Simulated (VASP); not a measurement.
Fe, 1 atom in the cell. The structure is cubic, space group Fm-3m (No. 225). The conventional cell has a = 3.652 Å, b = 3.652 Å, c = 3.652 Å, α = 90.00°, β = 90.00°, γ = 90.00°. Fe (site symmetry m-3m) has 12 Fe at 2.58 Å within 3.4 Å. 

| Quantity | Value |
| --- | --- |
| Program | VASP 6.6.1 |
| Task | single point |
| Functional | PBE |
| Potentials or basis | VASP PAW PBE potentials, release 64 (Fe) |
| Cutoff | 520 eV |
| k mesh | 12 × 12 × 12 |
| Occupations | fermi-dirac, width 0.1 eV |
| Spin | collinear spin, ferromagnetic start |
| Starting moments | [1.13] μB |
| Fixed moment | 1.13 μB |
| Dipole correction | no |
| Further INCAR settings | ALGO = Normal; EDIFF = 1e-06; NBANDS = 14 |

Potentials or basis: VASP PAW PBE potentials, release 64 (Fe).

Launch:

```sh
$ cat potpaw_PBE.64/Fe/POTCAR > POTCAR
$ mpirun -np 1 vasp_std > vasp.out
```

Hardware: 1 thread of Intel(R) Xeon(R) 6975P-C (Granite Rapids), on a shared host.

Estimate the wall time of this run.

It took 10 s on 1 thread of Intel(R) Xeon(R) 6975P-C (Granite Rapids), with other jobs on the host, peak memory 0.14 GiB. Counts: scf iterations 12, k points 72.
